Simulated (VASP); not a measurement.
# AlN (F-43m) in VASP: further runs, part 2 of 2

VASP 6.6.1. The steps go on from the part before.

### 3 Single point, PBE (strain +4.0%)

INCAR reads:

```
ALGO = Normal
EDIFF = 1E-6
ENCUT = 520
GGA = PE
ISIF = 2
ISMEAR = 0
LASPH = T
LCHARG = T
LELF = T
LREAL = F
LVHAR = T
LWAVE = F
NBANDS = 11
NELM = 100
PREC = Accurate
SIGMA = 0.01
```

KPOINTS reads:

```
k-points
0
Gamma
  6 6 6
```

POSCAR reads:

```
AlN
1.0
    0.0000000000      2.2722714690      2.2722714690
    2.2722714690      0.0000000000      2.2722714690
    2.2722714690      2.2722714690      0.0000000000
Al N
1 1
Direct
    0.0000000000      0.0000000000      0.0000000000
    0.2500000000      0.2500000000      0.2500000000
```

Potentials or basis: VASP PAW PBE potentials, release 64 (Al, N).

The run is started by

```
cat potpaw_PBE.64/Al/POTCAR potpaw_PBE.64/N/POTCAR > POTCAR
mpirun -np 1 vasp_std > vasp.out
```

OUTCAR:

```text
EDIFF = 1E-6
   ENCUT = 520
   GGA = PE
   ISIF = 2
   ISMEAR = 0
   LASPH = T
   LREAL = F
   NELM = 100
   PREC = Accurate

 ion  position               nearest neighbor table
   1  0.000  0.000  0.000-   2 1.97   2 1.97   2 1.97   2 1.97
   2  0.250  0.250  0.250-   1 1.97   1 1.97   1 1.97   1 1.97

  LATTYP: Found a face centered cubic cell.
 ALAT       =     4.5445429380

  Lattice vectors:

 A1 = (   0.0000000000,   2.2722714690,   2.2722714690)
 A2 = (   2.2722714690,   0.0000000000,   2.2722714690)
 A3 = (   2.2722714690,   2.2722714690,   0.0000000000)

Analysis of symmetry for initial positions (statically):
=====================================================================
 Subroutine PRICEL returns:
 Original cell was already a primitive cell.

 Routine SETGRP: Setting up the symmetry group for a
 face centered cubic supercell.

 Subroutine GETGRP returns: Found 24 space group operations
 (whereof 24 operations were pure point group operations)
 out of a pool of 48 trial point group operations.

The static configuration has the point symmetry T_d .

Analysis of symmetry for dynamics (positions and initial velocities):
[... 162 lines left out ...]
      4       4.9039      2.00000
      5       8.0872      0.00000
      6      16.3290      0.00000
      7      16.3290      0.00000
      8      16.3290      0.00000
      9      21.6595      0.00000
     10      21.6595      0.00000
     11      22.8485      0.00000
[... 197 lines left out ...]
 k-point    16 :      -0.3333    0.5000    0.1667
  band No.  band energies     occupation
      1      -7.1423      2.00000
      2       0.8609      2.00000
      3       2.3564      2.00000
      4       2.6292      2.00000
      5       9.9181      0.00000
      6      14.3169      0.00000
      7      16.5641      0.00000
      8      16.6908      0.00000
      9      19.9652      0.00000
     10      23.7875      0.00000
     11      27.1217      0.00000

------------------------ aborting loop because EDIFF is reached ----------------------------------------

  FORCE on cell =-STRESS in cart. coord.  units (eV):
  Direction    XX          YY          ZZ          XY          YZ          ZX
  --------------------------------------------------------------------------------------
  -------------------------------------------------------------------------------------
  Total       -2.2601936     -2.2601936     -2.2601936      0.0000000      0.0000000      0.0000000
  in kB     -154.3283006   -154.3283006   -154.3283006      0.0000000      0.0000000      0.0000000
  external PRESSURE =    -154.3283006 kB  Pullay stress =       0.0000000 kB

 VOLUME and BASIS-vectors are now :
 -----------------------------------------------------------------------------
  energy-cutoff  :      520.00
  volume of cell :       23.46
      direct lattice vectors                 reciprocal lattice vectors
     0.000000000  2.272271469  2.272271469    -0.220044131  0.220044131  0.220044131
     2.272271469  0.000000000  2.272271469     0.220044131 -0.220044131  0.220044131
     2.272271469  2.272271469  0.000000000     0.220044131  0.220044131 -0.220044131

 POSITION                                       TOTAL-FORCE (eV/Angst)
 -----------------------------------------------------------------------------------
      0.00000      0.00000      0.00000        -0.000000     -0.000000     -0.000000
      1.13614      1.13614      1.13614         0.000000      0.000000      0.000000
 -----------------------------------------------------------------------------------
    total drift:                               -0.000000     -0.000000     -0.000000

  FREE ENERGIE OF THE ION-ELECTRON SYSTEM (eV)
  ---------------------------------------------------
  free  energy   TOTEN  =       -14.7344479770 eV

  energy  without entropy=      -14.7344479770  energy(sigma->0) =      -14.73444798
```

stdout:

```text
POSCAR found type information on POSCAR AlN
 POSCAR found :  2 types and       2 ions
 scaLAPACK will be used
 LDA part: xc-table for (Slater+PW92), standard interpolation
 POSCAR, INCAR and KPOINTS ok, starting setup
 FFT: planning ... GRIDC
 FFT: planning ... GRID_SOFT
 FFT: planning ... GRID
 WAVECAR not read
 entering main loop
```

It took 4.2 s on 1 thread of Intel Xeon Platinum 8488C (Sapphire Rapids), shared host; peak memory 0.13 GiB.

What came out:

```
Free energy            : -14.7344 eV
Pressure               : -15.4 GPa
Band gap on the k mesh : 3.18 eV, direct
```

Levels at points of the mesh, in eV from the valence-band top:
| k point | band 2 | band 3 | band 4 | band 5 | band 6 | band 7 |
| --- | --- | --- | --- | --- | --- | --- |
| (0.00, 0.00, 0.00) | 0.00 | 0.00 | 0.00 | 3.18 | 11.43 | 11.43 |
| (0.50, 0.00, 0.00) | -5.38 | -0.46 | -0.46 | 6.32 | 9.07 | 10.41 |
| (0.50, 0.50, 0.00) | -4.56 | -1.65 | -1.65 | 3.25 | 7.88 | 12.46 |

Caveat: the cell differs from its parent crystal (strain +4.0%). A k mesh can miss the band edges.

### 4 Single point, PBE (strain -4.0%)

INCAR reads:

```
SYSTEM = AlN
PREC = Accurate ; ENCUT = 520
EDIFF = 1E-7 ; ISMEAR = -1
SIGMA = 0.02 ; LREAL = .FALSE.
LASPH = .TRUE. ; NELM = 60
ALGO = Normal ; ISIF = 2
LWAVE = .FALSE. ; LCHARG = .FALSE.
GGA = PE ; NBANDS = 11
```

KPOINTS reads:

```
regular mesh
0
G
  10 10 10
  0 0 0
```

POSCAR reads:

```
AlN
1.0
    0.0000000000      2.0974813560      2.0974813560
    2.0974813560      0.0000000000      2.0974813560
    2.0974813560      2.0974813560      0.0000000000
Al N
1 1
Direct
    0.0000000000      0.0000000000      0.0000000000
    0.2500000000      0.2500000000      0.2500000000
```

The run is started by

```
cat potpaw_PBE.64/Al/POTCAR potpaw_PBE.64/N/POTCAR > POTCAR
mpirun -np 1 vasp_std > vasp.out
```

It took 7.4 s on 1 thread of Intel Xeon Platinum 8488C (Sapphire Rapids), shared host; peak memory 0.13 GiB.

It converged, with:

```yaml
Free_energy: -14.5526 eV
Pressure: 37.0 GPa
Band_gap_on_the_k_mesh: 3.37 eV, indirect (least direct gap 5.27 eV)
```

Levels at points of the mesh, in eV from the valence-band top:
```
           k point  band 2  band 3  band 4  band 5  band 6  band 7
(0.00, 0.00, 0.00)    0.00    0.00    0.00    5.32   13.81   13.81
(0.50, 0.00, 0.00)   -6.38   -0.49   -0.49    8.51   10.72   11.93
(0.50, 0.50, 0.00)   -5.29   -1.90   -1.90    3.37    9.36   15.72
```

Caveat: the cell differs from its parent crystal (strain -4.0%). A k mesh can miss the band edges.

### 5 The runs side by side

```tsv
cell	k mesh	smearing	gap on the mesh (eV)	pressure (GPa)
a = 3.183 Å, angles 60.0°, 2 atoms	6 × 6 × 6	gaussian 0.01 eV	3.26	-11.4
a = 3.213 Å, angles 60.0°, 2 atoms	6 × 6 × 6	gaussian 0.01 eV	3.18	-15.4
a = 2.966 Å, angles 60.0°, 2 atoms	10 × 10 × 10	fermi-dirac 0.02 eV	3.37	37.0
```

Alike in all rows: task single point; level PBE; potentials or basis VASP PAW PBE potentials, release 64 (Al, N); no spin polarisation; cutoff (eV) 520.

Absolute energies hang on the potentials; compare differences alone.
